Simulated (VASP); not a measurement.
# InSb (F-43m) in VASP: further runs

InSb is run at these levels: PBE; tasks: single point.

All numbers are computed with VASP 6.6.1; they aren't measurements. Logs are shortened: lines on timing, memory, paths and dates and some standing lists are left out, and cuts for length are marked.

**The experiment to reproduce.**

“Electronic Structure and Epitaxy of CdTe Shells on InSb Nanowires”, 2021, arxiv:2111.05126 quotes, for a bulk crystal of InSb: band gap 0.24 eV.

How close the calculation comes is told below.

## Step 1: The cell of the first run

The structure is cubic, space group F-43m (No. 216). Conventional cell: a = 6.500 Å, b = 6.500 Å, c = 6.500 Å, α = 90.00°, β = 90.00°, γ = 90.00°. In (site symmetry -43m) has 4 Sb at 2.81 Å within 3.7 Å. Within 3.7 Å of Sb (site symmetry -43m) lie 4 In at 2.81 Å.

## Step 2: Single point, PBE

INCAR

```
SYSTEM = InSb
PREC = Accurate
ENCUT = 520
EDIFF = 1E-6
ISMEAR = 0
SIGMA = 0.05
LREAL = .False.
LASPH = .True.
NELM = 80
ALGO = Normal
ISIF = 2
LWAVE = .False.
LCHARG = .True.
GGA = PE
LELF = .True.
LVHAR = .True.
NBANDS = 16
```

KPOINTS

```
regular mesh
0
Gamma
  10 10 10
  0 0 0
```

POSCAR

```
InSb
1.0
    0.0000000000      3.2498612086      3.2498612086
    3.2498612086      0.0000000000      3.2498612086
    3.2498612086      3.2498612086      0.0000000000
In Sb
1 1
Direct
    0.0000000000      0.0000000000      0.0000000000
    0.7500000000      0.7500000000      0.7500000000
```

Potentials or basis: VASP PAW PBE potentials, release 64 (In_d, Sb).

Launch:

```bash
$ cat potpaw_PBE.64/In_d/POTCAR potpaw_PBE.64/Sb/POTCAR > POTCAR
$ mpirun -np 1 vasp_std > vasp.out
```

OUTCAR:

```text
SYSTEM = InSb
   PREC = Accurate
   ENCUT = 520
   EDIFF = 1E-6
   ISMEAR = 0
   LREAL = .False.
   LASPH = .True.
   NELM = 80
   ISIF = 2
   GGA = PE

 ion  position               nearest neighbor table
   1  0.000  0.000  0.000-   2 2.81   2 2.81   2 2.81   2 2.81
   2  0.750  0.750  0.750-   1 2.81   1 2.81   1 2.81   1 2.81

  LATTYP: Found a face centered cubic cell.
 ALAT       =     6.4997224172

  Lattice vectors:

 A1 = (   0.0000000000,   3.2498612086,   3.2498612086)
 A2 = (   3.2498612086,   0.0000000000,   3.2498612086)
 A3 = (   3.2498612086,   3.2498612086,   0.0000000000)

Analysis of symmetry for initial positions (statically):
=====================================================================
 Subroutine PRICEL returns:
 Original cell was already a primitive cell.

 Routine SETGRP: Setting up the symmetry group for a
 face centered cubic supercell.

 Subroutine GETGRP returns: Found 24 space group operations
 (whereof 24 operations were pure point group operations)
 out of a pool of 48 trial point group operations.

The static configuration has the point symmetry T_d .

Analysis of symmetry for dynamics (positions and initial velocities):
=====================================================================
 Subroutine PRICEL returns:
 Original cell was already a primitive cell.

 Routine SETGRP: Setting up the symmetry group for a
 face centered cubic supercell.

 Subroutine GETGRP returns: Found 24 space group operations
 (whereof 24 operations were pure point group operations)
 out of a pool of 48 trial point group operations.

The dynamic configuration has the point symmetry T_d .

 Subroutine INISYM returns: Found 24 space group operations
 (whereof 24 operations are pure point group operations),
 and found     1 'primitive' translations

----------------------------------------------------------------------------------------

                                     Primitive cell

  volume of cell :      68.6475

  direct lattice vectors                    reciprocal lattice vectors
     0.000000000  3.249861209  3.249861209    -0.153852724  0.153852724  0.153852724
     3.249861209  0.000000000  3.249861209     0.153852724 -0.153852724  0.153852724
     3.249861209  3.249861209  0.000000000     0.153852724  0.153852724 -0.153852724

  length of vectors
     4.595997797  4.595997797  4.595997797     0.266480735  0.266480735  0.266480735

  position of ions in fractional coordinates (direct lattice)
     0.000000000  0.000000000  0.000000000
     0.750000000  0.750000000  0.750000000

  ion indices of the primitive-cell ions
   primitive index   ion index
                 1           1
                 2           2

----------------------------------------------------------------------------------------

 KPOINTS: regular mesh

Automatic generation of k-mesh.
 Grid dimensions read from file:
 generate k-points for:   10   10   10

 Generating k-lattice:

  Cartesian coordinates                     Fractional coordinates (reciprocal lattice)
    -0.015385272  0.015385272  0.015385272     0.100000000  0.000000000  0.000000000
     0.015385272 -0.015385272  0.015385272     0.000000000  0.100000000  0.000000000
     0.015385272  0.015385272 -0.015385272     0.000000000  0.000000000  0.100000000

  Length of vectors
     0.026648074  0.026648074  0.026648074

  Shift w.r.t. Gamma in fractional coordinates (k-lattice)
     0.000000000  0.000000000  0.000000000

 Subroutine IBZKPT returns following result:
 ===========================================

 Found     47 irreducible k-points:

 Following reciprocal coordinates:
            Coordinates               Weight
  0.000000  0.000000  0.000000      1.000000
  0.100000  0.000000  0.000000      8.000000
  0.200000  0.000000  0.000000      8.000000
  0.300000  0.000000  0.000000      8.000000
  0.400000  0.000000  0.000000      8.000000
  0.500000  0.000000  0.000000      4.000000
[... 16 lines left out ...]
  0.300000  0.300000  0.000000      6.000000
  0.400000  0.300000  0.000000     24.000000
 [... further k-points ...]
   k-points           NKPTS =     47   k-points in BZ     NKDIM =     47   number of bands    NBANDS=     16
   number of dos      NEDOS =    301   number of ions     NIONS =      2
   total plane-waves  NPLWV =  46656
   dimension x,y,z NGX =    36 NGY =   36 NGZ =   36
   dimension x,y,z NGXF=    72 NGYF=   72 NGZF=   72
   ions per type =               1   1
   NGX,Y,Z   is equivalent  to a cutoff of  13.02, 13.02, 13.02 a.u.
   NGXF,Y,Z  is equivalent  to a cutoff of  26.04, 26.04, 26.04 a.u.
 SYSTEM =  InSb
   PREC   = accura    normal or accurate (medium, high low for compatibility)
   ISTART =      0    job   : 0-new  1-cont  2-samecut
   ICHARG =      2    charge: 1-file 2-atom 10-const
   ISPIN  =      1    spin polarized calculation?
   LNONCOLLINEAR =      F non collinear calculations
   LSORBIT =      F    spin-orbit coupling
   LASPH  =      T    aspherical Exc in radial PAW
   ENCUT  =  520.0 eV  38.22 Ry    6.18 a.u.   8.55  8.55  8.55*2*pi/ulx,y,z
   NELM   =     80;   NELMIN=  2; NELMDL= -5     # of ELM steps
   EDIFF  = 0.1E-05   stopping-criterion for ELM
   LREAL  =      F    real-space projection
   EDIFFG = 0.1E-04   stopping-criterion for IOM
   NSW    =      0    number of steps for IOM
   IBRION =     -1    ionic relax: 0-MD 1-quasi-New 2-CG
   NFREE  =      0    steps in history (QN), initial steepest desc. (CG)
   ISIF   =      2    stress and relaxation
   ISYM   =      2    0-nonsym 1-usesym 2-fastsym
   POTIM  = 0.5000    time-step for ionic-motion
   TEBEG  =    0.0;   TEEND  =   0.0 temperature during run
   PSTRESS=    0.0 pullay stress
   NELECT =      18.0000    total number of electrons
   NUPDOWN=      -1.0000    fix difference up-down
   EMIN   =  10.00;   EMAX   =-10.00  energy-range for DOS
   EFERMI =   0.00;   METHOD = LEGACY
   ISMEAR =     0;   SIGMA  =   0.05  broadening in eV -4-tet -1-fermi 0-gaus
   EFERMI_NEDOS =   21; number of points for ismear=-14 and -15
   IALGO  =     38    algorithm
   IMIX   =      4    mixing-type and parameters
     AMIX     =   0.40;   BMIX     =  1.00
     AMIX_MAG =   1.60;   BMIX_MAG =  1.00
  volume/ion in A,a.u.               =      34.32       231.63
  Fermi-wavevector in a.u.,A,eV,Ry     =   1.047830  1.980112 14.938487  1.097948
  Thomas-Fermi vector in A             =   2.182727
   LORBIT       =      0    0 simple, 1 ext, 2 COOP (PROOUT), +10 PAW based schemes
   GGA     = PE    functional components
   LHFCALC =     F    Hartree Fock is set to
   AEXX    =    0.0000 exact exchange contribution
   IVDW    =     0    specifies the selected vdW correction
   LEPSILON=     F    determine dielectric tensor
   LRPA    =     F    only Hartree local field effects (RPA)
 non-spin polarized calculation
 Gauss-broadening in eV      SIGMA  =   0.05
  energy-cutoff  :      520.00
  volume of cell :       68.65
 maximum number of plane-waves:      1868
 NGX is ok and might be reduce to    36
   NGX = 17   NGY = 17   NGZ = 17

 number of electron      17.9999993 magnetization

 Free energy of the ion-electron system (eV)
  ---------------------------------------------------
  ext. energy  EPLUGINS =         0.00000000
  ---------------------------------------------------
  free energy    TOTEN  =        -6.91809245 eV

  energy without entropy =       -6.91801528  energy(sigma->0) =       -6.91805387

 E-fermi :   5.0198     XC(G=0):  -8.6447

 val. band max:        5.0045971830   @ k =   0.0000   0.0000   0.0000
 cond. band min:       5.5258973159   @ k =   0.5000   0.0000   0.0000
 fundamental gap:      0.5213001329
 Fermi energy:         5.0198296366

 k-point     1 :       0.0000    0.0000    0.0000
  band No.  band energies     occupation
      1      -9.5807      2.00000
      2      -9.5807      2.00000
      3      -9.5807      2.00000
      4      -9.4982      2.00000
      5      -9.4982      2.00000
      6      -5.6525      2.00000
[... 8 lines left out ...]
     15      13.2652      0.00000
     16      13.2652      0.00000

 k-point     2 :       0.1000    0.0000    0.0000
  band No.  band energies     occupation
      1      -9.5852      2.00000
      2      -9.5787      2.00000
      3      -9.5787      2.00000
      4      -9.4984      2.00000
      5      -9.4984      2.00000
      6      -5.5627      2.00000
[... 8 lines left out ...]
     15      12.6374      0.00000
     16      12.6374      0.00000

 k-point     3 :       0.2000    0.0000    0.0000
  band No.  band energies     occupation
      1      -9.5967      2.00000
      2      -9.5736      2.00000
      3      -9.5736      2.00000
      4      -9.4985      2.00000
      5      -9.4985      2.00000
      6      -5.3037      2.00000
[... 8 lines left out ...]
     15      12.2501      0.00000
     16      12.2501      0.00000

 k-point     4 :       0.3000    0.0000    0.0000
  band No.  band energies     occupation
      1      -9.6107      2.00000
      2      -9.5679      2.00000
      3      -9.5679      2.00000
      4      -9.4981      2.00000
      5      -9.4981      2.00000
      6      -4.9159      2.00000
[... 8 lines left out ...]
     15      12.4989      0.00000
     16      12.4989      0.00000

 k-point     5 :       0.4000    0.0000    0.0000
  band No.  band energies     occupation
      1      -9.6219      2.00000
      2      -9.5639      2.00000
      3      -9.5639      2.00000
      4      -9.4971      2.00000
      5      -9.4971      2.00000
      6      -4.5070      2.00000
[... 8 lines left out ...]
     15      13.3450      0.00000
     16      13.3450      0.00000

 k-point     6 :       0.5000    0.0000    0.0000
  band No.  band energies     occupation
      1      -9.6261      2.00000
      2      -9.5626      2.00000
      3      -9.5625      2.00000
      4      -9.4965      2.00000
      5      -9.4965      2.00000
      6      -4.3102      2.00000
[... 8 lines left out ...]
     15      14.1677      0.00000
     16      14.1677      0.00000

 k-point     7 :       0.1000    0.1000    0.0000
  band No.  band energies     occupation
      1      -9.5889      2.00000
      2      -9.5768      2.00000
      3      -9.5768      2.00000
      4      -9.4996      2.00000
      5      -9.4974      2.00000
      6      -5.5326      2.00000
[... 8 lines left out ...]
     15      11.9137      0.00000
     16      13.3656      0.00000

 k-point     8 :       0.2000    0.1000    0.0000
  band No.  band energies     occupation
      1      -9.5988      2.00000
      2      -9.5725      2.00000
      3      -9.5717      2.00000
      4      -9.5009      2.00000
      5      -9.4967      2.00000
      6      -5.3291      2.00000
[... 8 lines left out ...]
     15      12.2865      0.00000
     16      13.0349      0.00000

 k-point     9 :       0.3000    0.1000    0.0000
  band No.  band energies     occupation
      1      -9.6111      2.00000
      2      -9.5677      2.00000
      3      -9.5658      2.00000
      4      -9.5014      2.00000
      5      -9.4961      2.00000
      6      -4.9804      2.00000
[... 8 lines left out ...]
     15      12.6103      0.00000
     16      13.0876      0.00000
[... 172 lines left out ...]
 k-point    19 :       0.5000    0.2000    0.0000
  band No.  band energies     occupation
      1      -9.6345      2.00000
      2      -9.5566      2.00000
      3      -9.5535      2.00000
      4      -9.5037      2.00000
      5      -9.4948      2.00000
      6      -4.1534      2.00000
[... 8 lines left out ...]
     15      14.1893      0.00000
     16      14.3067      0.00000

 k-point    20 :      -0.4000    0.2000    0.0000
  band No.  band energies     occupation
      1      -9.6333      2.00000
      2      -9.5573      2.00000
      3      -9.5549      2.00000
      4      -9.5007      2.00000
      5      -9.4972      2.00000
      6      -4.0990      2.00000
[... 8 lines left out ...]
     15      13.0376      0.00000
     16      13.9100      0.00000

 k-point    21 :      -0.3000    0.2000    0.0000
  band No.  band energies     occupation
      1      -9.6267      2.00000
      2      -9.5592      2.00000
      3      -9.5592      2.00000
      4      -9.4998      2.00000
      5      -9.4983      2.00000
      6      -4.3833      2.00000
[... 8 lines left out ...]
     15      13.0610      0.00000
     16      14.3714      0.00000

 k-point    22 :      -0.2000    0.2000    0.0000
  band No.  band energies     occupation
      1      -9.6165      2.00000
      2      -9.5655      2.00000
      3      -9.5627      2.00000
      4      -9.5009      2.00000
      5      -9.4971      2.00000
      6      -4.7792      2.00000
[... 8 lines left out ...]
     15      13.3171      0.00000
     16      13.8264      0.00000

 k-point    23 :       0.3000    0.3000    0.0000
  band No.  band energies     occupation
      1      -9.6330      2.00000
      2      -9.5532      2.00000
      3      -9.5532      2.00000
      4      -9.5097      2.00000
      5      -9.4925      2.00000
      6      -4.6478      2.00000
[... 8 lines left out ...]
     15      14.1526      0.00000
     16      14.6534      0.00000

 k-point    24 :       0.4000    0.3000    0.0000
  band No.  band energies     occupation
      1      -9.6418      2.00000
      2      -9.5489      2.00000
      3      -9.5480      2.00000
      4      -9.5113      2.00000
      5      -9.4917      2.00000
      6      -4.3072      2.00000
[... 8 lines left out ...]
     15      14.5933      0.00000
     16      15.0560      0.00000

 [... further k-points ...]
[... 5 lines left out ...]
  --------------------------------------------------------------------------------------
  -------------------------------------------------------------------------------------
  Total        1.1210031      1.1210031      1.1210031      0.0000000      0.0000000     -0.0000000
  in kB       26.1633267     26.1633267     26.1633267      0.0000000      0.0000000     -0.0000000
  external PRESSURE =      26.1633267 kB  Pullay stress =       0.0000000 kB

 VOLUME and BASIS-vectors are now :
 -----------------------------------------------------------------------------
  energy-cutoff  :      520.00
  volume of cell :       68.65
      direct lattice vectors                 reciprocal lattice vectors
     0.000000000  3.249861209  3.249861209    -0.153852724  0.153852724  0.153852724
     3.249861209  0.000000000  3.249861209     0.153852724 -0.153852724  0.153852724
     3.249861209  3.249861209  0.000000000     0.153852724  0.153852724 -0.153852724

 POSITION                                       TOTAL-FORCE (eV/Angst)
 -----------------------------------------------------------------------------------
      0.00000      0.00000      0.00000         0.000000      0.000000      0.000000
      4.87479      4.87479      4.87479        -0.000000     -0.000000     -0.000000
 -----------------------------------------------------------------------------------
    total drift:                                0.000000      0.000000      0.000000

  FREE ENERGIE OF THE ION-ELECTRON SYSTEM (eV)
  ---------------------------------------------------
  free  energy   TOTEN  =        -6.9180924514 eV

  energy  without entropy=       -6.9180152835  energy(sigma->0) =       -6.91805387
```

Run time: 30 s. Hardware: 1 thread of AMD EPYC 9R45 (Zen 5), shared host; peak memory 0.2 GiB.

Results:

```
Free energy            : -6.9181 eV
Pressure               : 2.6 GPa
Band gap on the k mesh : zero (filled and empty bands touch)
```

Levels at points of the mesh, in eV from the Fermi level:
```
           k point  band 5  band 6  band 7  band 8  band 9  band 10  band 11  band 12  band 13  band 14
(0.00, 0.00, 0.00)  -14.52  -10.67   -0.26   -0.02   -0.02    -0.02     2.95     2.95     2.95     5.71
(0.50, 0.00, 0.00)  -14.52   -9.33   -5.59   -1.01   -1.01     0.51     3.80     3.80     6.09     8.21
(0.50, 0.50, 0.00)  -14.51   -8.73   -5.89   -2.25   -2.25     1.32     1.35     8.08     8.08     8.73
```

Caveat: spin-orbit coupling is left out, which moves the levels of the heavy elements.

## Step 3: Single point, PBE

This run uses another cell than the first one, of 34.93 Å³/atom, 1.018 times its volume.

INCAR

```
PREC = Accurate
ENCUT = 520
EDIFF = 1E-6
ISMEAR = 0
SIGMA = 0.05
LREAL = False
LASPH = True
NELM = 80
ALGO = Normal
ISIF = 2
LWAVE = False
LCHARG = False
GGA = PE
NBANDS = 16
```

KPOINTS

```
regular mesh
0
Gamma
  10 10 10
```

POSCAR

```
InSb
1.0
    0.0000000000      3.2688499051      3.2688499051
    3.2688499051      0.0000000000      3.2688499051
    3.2688499051      3.2688499051      0.0000000000
In Sb
1 1
Direct
    0.0000000000      0.0000000000      0.0000000000
    0.7500000000      0.7500000000      0.7500000000
```

Potentials or basis: VASP PAW PBE potentials, release 64 (In_d, Sb).

Launch:

```bash
$ cat potpaw_PBE.64/In_d/POTCAR potpaw_PBE.64/Sb/POTCAR > POTCAR
$ mpirun -np 1 vasp_std > vasp.out
```

Wall time 28 s (1 thread of AMD EPYC 9R45 (Zen 5), shared host); peak memory 0.2 GiB.

The run converged. Its results:

- Free energy: -6.9349 eV
- Pressure: 1.8 GPa
- Band gap on the k mesh: zero (filled and empty bands touch)

Levels at points of the mesh, in eV from the Fermi level:
| k point | band 5 | band 6 | band 7 | band 8 | band 9 | band 10 | band 11 | band 12 | band 13 | band 14 |
| --- | --- | --- | --- | --- | --- | --- | --- | --- | --- | --- |
| (0.00, 0.00, 0.00) | -14.49 | -10.56 | -0.36 | -0.02 | -0.02 | -0.02 | 2.95 | 2.95 | 2.95 | 5.69 |
| (0.50, 0.00, 0.00) | -14.49 | -9.27 | -5.51 | -0.98 | -0.98 | 0.48 | 3.79 | 3.79 | 6.09 | 8.11 |
| (0.50, 0.50, 0.00) | -14.48 | -8.69 | -5.82 | -2.19 | -2.19 | 1.33 | 1.38 | 7.98 | 7.98 | 8.61 |

Caveat: spin-orbit coupling is left out, which moves the levels of the heavy elements.

(Part 1 of 2 ends here.)
